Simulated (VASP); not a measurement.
Runs of VASP 6.6.1 on ZrTi. Symmetry: P-6m2, No. 187, hexagonal system. The conventional cell has a = 3.109 Å, b = 3.109 Å, c = 4.920 Å, α = 90.00°, β = 90.00°, γ = 120.00°. Zr (site symmetry -6m2) has 6 Ti at 3.05 Å and 6 Zr at 3.11 Å within 4.0 Å. Ti (site symmetry -6m2) has 6 Zr at 3.05 Å and 6 Ti at 3.11 Å within 4.0 Å. 

| k mesh | gap on the mesh (eV) | pressure (GPa) |
| --- | --- | --- |
| 6 × 6 × 4 | none | -7.5 |
| 4 × 4 × 3 | none | -6.8 |
| 8 × 8 × 4 | none | -7.5 |
| 5 × 5 × 3 | none | -7.2 |
| 3 × 3 × 2 | none | (a) |

Alike in all rows: task single point; level LDA; potentials or basis VASP PAW LDA potentials, release 64 (Zr_sv, Ti_sv); no spin polarisation; cell as given; cutoff (eV) 500; smearing fermi-dirac 0.1 eV.

Problem. Estimate the missing entries.

Solution. (a) -9.0.

Caveats: some runs use coarse meshes; the cell stands under tension (at least some runs).

A k mesh can miss the band edges, and the runs leave out spin-orbit coupling on Zr.

A gap of «none» marks levels without a gap at the run's occupations.
